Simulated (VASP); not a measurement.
Runs of VASP 6.6.1 on La. The structure is that of space group Fm-3m (No. 225), or close to it. The cells are those of the table. 

| cell | gap on the mesh (eV) | pressure (GPa) |
| --- | --- | --- |
| a = 3.751 Å, angles 60.0°, 1 atom | none | -0.2 |
| a = 3.648 Å, angles 60.0°, 1 atom | none | 2.0 |
| a = 3.595 Å, angles 60.0°, 1 atom | none | (b) |
| a = 3.895 Å, angles 60.0°, 1 atom | none | -2.5 |
| a = 3.800 Å, angles 60.0°, 1 atom | none | -1.1 |
| a = 3.700 Å, angles 60.0°, 1 atom | none | (a) |

Alike in all rows: task single point; level PBE; potentials or basis VASP PAW PBE potentials, release 64 (La); no spin polarisation; k mesh 12 × 12 × 12; cutoff (eV) 500; smearing fermi-dirac 0.1 eV.

Task: Estimate the missing entries.

Result: (a) 0.8; (b) 3.6.

Caveats: spin-orbit coupling is left out, which moves the levels of the heavy elements.

A k mesh can miss the band edges, and the runs leave out spin-orbit coupling on La.

A gap of «none» marks levels without a gap at the run's occupations.
